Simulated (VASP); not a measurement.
# Ti (P6_3/mmc) in VASP: further runs

The runs below take Ti through single point, relaxation of cell and atoms, with LDA.

All numbers are computed with VASP 6.6.1; they aren't measurements. Logs are shortened: lines on timing, memory, paths and dates and some standing lists are left out, and cuts for length are marked.

**1. The cell of the first run**

The structure is hexagonal, space group P6_3/mmc (No. 194). Conventional cell: a = 2.864 Å, b = 2.864 Å, c = 4.536 Å, α = 90.00°, β = 90.00°, γ = 120.00°. Within 3.7 Å of Ti (site symmetry -6m2) lie 12 Ti at 2.81 to 2.86 Å.

**2. Single point, LDA**

File INCAR:

```
PREC = Accurate
ENCUT = 520
EDIFF = 1E-6
ISMEAR = 0
SIGMA = 0.1
LREAL = False
LASPH = True
NELM = 60
ALGO = Fast
ISIF = 2
LWAVE = False
LCHARG = False
NBANDS = 19
```

File KPOINTS:

```
regular mesh
0
Gamma
  18 18 10
```

File POSCAR:

```
Ti
1.0
    2.8637854331      0.0000000000      0.0000000000
   -1.4318927166      2.4801109361      0.0000000000
    0.0000000000      0.0000000000      4.5361131459
Ti
2
Direct
    0.3333333333      0.6666666667      0.2500000000
    0.6666666667      0.3333333333      0.7500000000
```

Potentials or basis: VASP PAW LDA potentials, release 64 (Ti_sv).

Launch:

```sh
$ cat potpaw_LDA.64/Ti_sv/POTCAR > POTCAR
$ mpirun -np 1 vasp_std > vasp.out
```

OUTCAR:

```text
PREC = Accurate
   ENCUT = 520
   EDIFF = 1E-6
   ISMEAR = 0
   LREAL = False
   LASPH = True
   NELM = 60
   ISIF = 2

 ion  position               nearest neighbor table
   1  0.333  0.667  0.250-   2 2.81   2 2.81   2 2.81   2 2.81   2 2.81   2 2.81
   2  0.667  0.333  0.750-   1 2.81   1 2.81   1 2.81   1 2.81   1 2.81   1 2.81

  LATTYP: Found a hexagonal cell.
 ALAT       =     2.8637854331
 C/A-ratio  =     1.5839570568

  Lattice vectors:

 A1 = (   2.8637854331,   0.0000000000,   0.0000000000)
 A2 = (  -1.4318927166,   2.4801109361,   0.0000000000)
 A3 = (   0.0000000000,   0.0000000000,   4.5361131459)

Analysis of symmetry for initial positions (statically):
=====================================================================
 Subroutine PRICEL returns:
 Original cell was already a primitive cell.

 Routine SETGRP: Setting up the symmetry group for a
 hexagonal supercell.

 Subroutine GETGRP returns: Found 24 space group operations
 (whereof 12 operations were pure point group operations)
 out of a pool of 24 trial point group operations.

The static configuration has the point symmetry D_3d.
 The point group associated with its full space group is D_6h.

Analysis of symmetry for dynamics (positions and initial velocities):
=====================================================================
 Subroutine PRICEL returns:
 Original cell was already a primitive cell.

 Routine SETGRP: Setting up the symmetry group for a
 hexagonal supercell.

 Subroutine GETGRP returns: Found 24 space group operations
 (whereof 12 operations were pure point group operations)
 out of a pool of 24 trial point group operations.

The dynamic configuration has the point symmetry D_3d.
 The point group associated with its full space group is D_6h.

 Subroutine INISYM returns: Found 24 space group operations
 (whereof 12 operations are pure point group operations),
 and found     1 'primitive' translations

----------------------------------------------------------------------------------------

                                     Primitive cell

  volume of cell :      32.2178

  direct lattice vectors                    reciprocal lattice vectors
     2.863785433  0.000000000  0.000000000     0.349188172  0.201603885  0.000000000
    -1.431892717  2.480110936  0.000000000     0.000000000  0.403207770  0.000000000
     0.000000000  0.000000000  4.536113146     0.000000000  0.000000000  0.220453055

  length of vectors
     2.863785433  2.863785433  4.536113146     0.403207770  0.403207770  0.220453055

  position of ions in fractional coordinates (direct lattice)
     0.333333333  0.666666667  0.250000000
     0.666666667  0.333333333  0.750000000

  ion indices of the primitive-cell ions
   primitive index   ion index
                 1           1
                 2           2

----------------------------------------------------------------------------------------

 KPOINTS: regular mesh

Automatic generation of k-mesh.
 Grid dimensions read from file:
 generate k-points for:   18   18   10

 Generating k-lattice:

  Cartesian coordinates                     Fractional coordinates (reciprocal lattice)
     0.019399343  0.011200216  0.000000000     0.055555556 -0.000000000  0.000000000
     0.000000000  0.022400432  0.000000000     0.000000000  0.055555556  0.000000000
     0.000000000  0.000000000  0.022045305     0.000000000  0.000000000  0.100000000

  Length of vectors
     0.022400432  0.022400432  0.022045305

  Shift w.r.t. Gamma in fractional coordinates (k-lattice)
     0.000000000  0.000000000  0.000000000

 Subroutine IBZKPT returns following result:
 ===========================================

 Found    222 irreducible k-points:

 Following reciprocal coordinates:
            Coordinates               Weight
  0.000000  0.000000  0.000000      1.000000
  0.055556  0.000000  0.000000      6.000000
  0.111111  0.000000  0.000000      6.000000
  0.166667  0.000000  0.000000      6.000000
  0.222222  0.000000  0.000000      6.000000
  0.277778  0.000000  0.000000      6.000000
[... 16 lines left out ...]
  0.333333  0.111111  0.000000     12.000000
  0.388889  0.111111  0.000000     12.000000
 [... further k-points ...]
   k-points           NKPTS =    222   k-points in BZ     NKDIM =    222   number of bands    NBANDS=     19
   number of dos      NEDOS =    301   number of ions     NIONS =      2
   total plane-waves  NPLWV =  20736
   dimension x,y,z NGX =    24 NGY =   24 NGZ =   36
   dimension x,y,z NGXF=    48 NGYF=   48 NGZF=   72
   ions per type =               2
   NGX,Y,Z   is equivalent  to a cutoff of  13.93, 13.93, 13.19 a.u.
   NGXF,Y,Z  is equivalent  to a cutoff of  27.86, 27.86, 26.39 a.u.
 SYSTEM =  unknown system
   PREC   = accura    normal or accurate (medium, high low for compatibility)
   ISTART =      0    job   : 0-new  1-cont  2-samecut
   ICHARG =      2    charge: 1-file 2-atom 10-const
   ISPIN  =      1    spin polarized calculation?
   LNONCOLLINEAR =      F non collinear calculations
   LSORBIT =      F    spin-orbit coupling
   LASPH  =      T    aspherical Exc in radial PAW
   ENCUT  =  520.0 eV  38.22 Ry    6.18 a.u.   5.32  5.32  8.43*2*pi/ulx,y,z
   NELM   =     60;   NELMIN=  2; NELMDL= -5     # of ELM steps
   EDIFF  = 0.1E-05   stopping-criterion for ELM
   LREAL  =      F    real-space projection
   EDIFFG = 0.1E-04   stopping-criterion for IOM
   NSW    =      0    number of steps for IOM
   IBRION =     -1    ionic relax: 0-MD 1-quasi-New 2-CG
   NFREE  =      0    steps in history (QN), initial steepest desc. (CG)
   ISIF   =      2    stress and relaxation
   ISYM   =      2    0-nonsym 1-usesym 2-fastsym
   POTIM  = 0.5000    time-step for ionic-motion
   TEBEG  =    0.0;   TEEND  =   0.0 temperature during run
   PSTRESS=    0.0 pullay stress
   NELECT =      24.0000    total number of electrons
   NUPDOWN=      -1.0000    fix difference up-down
   EMIN   =  10.00;   EMAX   =-10.00  energy-range for DOS
   EFERMI =   0.00;   METHOD = LEGACY
   ISMEAR =     0;   SIGMA  =   0.10  broadening in eV -4-tet -1-fermi 0-gaus
   EFERMI_NEDOS =   21; number of points for ismear=-14 and -15
   IALGO  =     68    algorithm
   IMIX   =      4    mixing-type and parameters
     AMIX     =   0.40;   BMIX     =  1.00
     AMIX_MAG =   1.60;   BMIX_MAG =  1.00
  volume/ion in A,a.u.               =      16.11       108.71
  Fermi-wavevector in a.u.,A,eV,Ry     =   1.484044  2.804436 29.965286  2.202386
  Thomas-Fermi vector in A             =   2.597630
   LORBIT       =      0    0 simple, 1 ext, 2 COOP (PROOUT), +10 PAW based schemes
   GGA     = CA    functional components
   LHFCALC =     F    Hartree Fock is set to
   AEXX    =    0.0000 exact exchange contribution
   IVDW    =     0    specifies the selected vdW correction
   LEPSILON=     F    determine dielectric tensor
   LRPA    =     F    only Hartree local field effects (RPA)
 non-spin polarized calculation
 RMM-DIIS sequential band-by-band and
 Gauss-broadening in eV      SIGMA  =   0.10
  energy-cutoff  :      520.00
  volume of cell :       32.22
 maximum number of plane-waves:       884
 NGX is ok and might be reduce to    24
   NGX = 11   NGY = 11   NGZ = 17

 number of electron      24.0000004 magnetization

 Free energy of the ion-electron system (eV)
  ---------------------------------------------------
  ext. energy  EPLUGINS =         0.00000000
  ---------------------------------------------------
  free energy    TOTEN  =       -17.10486570 eV

  energy without entropy =      -17.09501882  energy(sigma->0) =      -17.09994226

 E-fermi :   8.9157     XC(G=0): -12.1498

 val. band max:        8.9139067847   @ k =   0.3889   0.1667   0.3000
 cond. band min:       8.9182564011   @ k =   0.0556   0.0000   0.5000
 fundamental gap:      0.0043496164
 Fermi energy:         8.9156774292

 k-point     1 :       0.0000    0.0000    0.0000
  band No.  band energies     occupation
      1     -47.1406      2.00000
      2     -46.9451      2.00000
      3     -24.2153      2.00000
      4     -23.3825      2.00000
      5     -23.3825      2.00000
      6     -23.2856      2.00000
[... 11 lines left out ...]
     18      10.6223      0.00000
     19      12.3299      0.00000

 k-point     2 :       0.0556    0.0000    0.0000
  band No.  band energies     occupation
      1     -47.1362      2.00000
      2     -46.9434      2.00000
      3     -24.2064      2.00000
      4     -23.4011      2.00000
      5     -23.3888      2.00000
      6     -23.2893      2.00000
[... 11 lines left out ...]
     18      10.5670      0.00000
     19      12.3606      0.00000

 k-point     3 :       0.1111    0.0000    0.0000
  band No.  band energies     occupation
      1     -47.1235      2.00000
      2     -46.9384      2.00000
      3     -24.1801      2.00000
      4     -23.4549      2.00000
      5     -23.4064      2.00000
      6     -23.3273      2.00000
[... 11 lines left out ...]
     18      10.4873      0.00000
     19      12.4375      0.00000

 k-point     4 :       0.1667    0.0000    0.0000
  band No.  band energies     occupation
      1     -47.1036      2.00000
      2     -46.9312      2.00000
      3     -24.1381      2.00000
      4     -23.5377      2.00000
      5     -23.4326      2.00000
      6     -23.4103      2.00000
[... 407 lines left out ...]
     18      12.4763      0.00000
     19      12.6696      0.00000

 k-point    23 :       0.3333    0.1111    0.0000
  band No.  band energies     occupation
      1     -46.9903      2.00000
      2     -46.9072      2.00000
      3     -23.9192      2.00000
      4     -23.8659      2.00000
      5     -23.7799      2.00000
      6     -23.5768      2.00000
[... 11 lines left out ...]
     18      12.6932      0.00000
     19      13.0245      0.00000

 k-point    24 :       0.3889    0.1111    0.0000
  band No.  band energies     occupation
      1     -46.9723      2.00000
      2     -46.9083      2.00000
      3     -23.9701      2.00000
      4     -23.8134      2.00000
      5     -23.8133      2.00000
      6     -23.6012      2.00000
[... 11 lines left out ...]
     18      12.7062      0.00000
     19      13.5781      0.00000

 [... further k-points ...]

------------------------ aborting loop because EDIFF is reached ----------------------------------------

  FORCE on cell =-STRESS in cart. coord.  units (eV):
  Direction    XX          YY          ZZ          XY          YZ          ZX
  --------------------------------------------------------------------------------------
  -------------------------------------------------------------------------------------
  Total       -0.0433461     -0.0433461     -0.0464931      0.0000000     -0.0000000     -0.0000000
  in kB       -2.1555871     -2.1555871     -2.3120849      0.0000000     -0.0000000     -0.0000000
  external PRESSURE =      -2.2077530 kB  Pullay stress =       0.0000000 kB

 VOLUME and BASIS-vectors are now :
 -----------------------------------------------------------------------------
  energy-cutoff  :      520.00
  volume of cell :       32.22
      direct lattice vectors                 reciprocal lattice vectors
     2.863785433  0.000000000  0.000000000     0.349188172  0.201603885  0.000000000
    -1.431892717  2.480110936  0.000000000     0.000000000  0.403207770  0.000000000
     0.000000000  0.000000000  4.536113146     0.000000000  0.000000000  0.220453055

 POSITION                                       TOTAL-FORCE (eV/Angst)
 -----------------------------------------------------------------------------------
     -0.00000      1.65341      1.13403        -0.000000      0.000000      0.000000
      1.43189      0.82670      3.40208         0.000000     -0.000000      0.000000
 -----------------------------------------------------------------------------------
    total drift:                               -0.000000      0.000000     -0.000000

  FREE ENERGIE OF THE ION-ELECTRON SYSTEM (eV)
  ---------------------------------------------------
  free  energy   TOTEN  =       -17.1048656971 eV

  energy  without entropy=      -17.0950188229  energy(sigma->0) =      -17.09994226
```

Run time: 2.4 min. Hardware: 1 thread of Intel Xeon 6975P-C (Granite Rapids), shared host; peak memory 0.22 GiB.

Results:

| Property | Result |
| --- | --- |
| Free energy | -17.1049 eV |
| Pressure | -0.2 GPa |
| Band gap on the k mesh | zero (bands 12 and 13 overlap by 1.15 eV) |

Levels at points of the mesh, in eV from the Fermi level:
| k point | band 9 | band 10 | band 11 | band 12 | band 13 | band 14 | band 15 | band 16 |
| --- | --- | --- | --- | --- | --- | --- | --- | --- |
| (0.00, 0.00, 0.00) | -6.29 | -2.87 | 0.78 | 0.78 | 0.92 | 1.10 | 1.33 | 1.33 |
| (0.50, 0.00, 0.00) | -2.42 | -2.40 | -2.06 | -0.47 | 0.44 | 0.68 | 1.27 | 3.65 |
| (0.00, 0.00, 0.50) | -4.34 | -4.34 | 0.08 | 0.08 | 0.67 | 0.67 | 0.67 | 0.67 |
| (0.50, 0.00, 0.50) | -2.75 | -2.75 | -0.92 | -0.92 | 1.61 | 1.61 | 1.83 | 1.83 |

**3. Relaxation of cell and atoms, LDA**

This run uses another cell than the first one, of 17.39 Å³/atom.

File INCAR:

```
PREC = Accurate
ENCUT = 600
EDIFF = 1E-6
ISMEAR = 0
SIGMA = 0.1
LREAL = F
LASPH = T
NELM = 80
ALGO = Fast
ISIF = 3
LWAVE = F
LCHARG = F
GGA = CA
IBRION = 2
NSW = 70
EDIFFG = -0.005
```

KPOINTS is that of step 2.

File POSCAR:

```
Ti
1.0
    2.9385821063      0.0000000000      0.0000000000
   -1.4692910532      2.5448867552      0.0000000000
    0.0000000000      0.0000000000      4.6504271807
Ti
2
Direct
    0.3333333333      0.6666666667      0.2500000000
    0.6666666667      0.3333333333      0.7500000000
```

Potentials or basis: VASP PAW LDA potentials, release 64 (Ti_sv).

Launch:

```sh
$ cat potpaw_LDA.64/Ti_sv/POTCAR > POTCAR
$ mpirun -np 1 vasp_std > vasp.out
```

Wall time 12 min (1 thread of Intel Xeon 6975P-C (Granite Rapids), shared host); peak memory 0.27 GiB.

Results (log left out):

* Free energy: -17.1051 eV
* Relaxed volume: 16.08 Å³/atom
* Relaxed cell: a = 2.863 Å, b = 2.863 Å, c = 4.532 Å, α = 90.00°, β = 90.00°, γ = 120.00°
* Space group after relaxing (to 0.1 Å): P6_3/mmc (No. 194)
* Energy gained by relaxing: 37.2 meV/atom
* Ionic steps: 12
* Pressure after relaxing: 0.0 GPa
* Band gap on the k mesh: zero (bands 12 and 13 overlap by 1.15 eV)

The path:
```
step  energy change (eV)  largest force (eV/Å)  pressure (GPa)  volume (Å³)
   1              0.0000                0.0000           -8.84        34.78
   2             -0.0209                0.0000            8.70        30.17
   3             -0.0743                0.0000           -0.20        32.22
   4             -0.0743                0.0000           -0.12        32.17
   5             -0.0743                0.0000            0.17        32.10
   6             -0.0743                0.0000            0.02        32.17
   7             -0.0743                0.0000            0.04        32.18
   8             -0.0743                0.0000           -0.06        32.20
   9             -0.0743                0.0000           -0.17        32.19
  10             -0.0743                0.0000           -0.16        32.18
  11             -0.0743                0.0000            0.18        32.11
  12             -0.0743                0.0000           -0.02        32.16
```

Final structure:
```
CELL_PARAMETERS angstrom
2.86275 0.00000 0.00000
-1.43138 2.47922 0.00000
0.00000 0.00000 4.53155
ATOMIC_POSITIONS crystal
Ti 0.33333 0.66667 0.25000
Ti 0.66667 0.33333 0.75000
```

Levels at points of the mesh, in eV from the Fermi level:
```
           k point  band 9  band 10  band 11  band 12  band 13  band 14  band 15  band 16
(0.00, 0.00, 0.00)   -6.30    -2.88     0.78     0.78     0.92     1.12     1.33     1.33
(0.50, 0.00, 0.00)   -2.43    -2.40    -2.06    -0.47     0.44     0.68     1.28     3.65
(0.00, 0.00, 0.50)   -4.34    -4.34     0.08     0.08     0.67     0.67     0.67     0.67
(0.50, 0.00, 0.50)   -2.75    -2.75    -0.92    -0.92     1.62     1.62     1.83     1.83
```

LDA usually gives volumes a few per cent too small. Zero-point motion and thermal expansion aren't in these numbers.
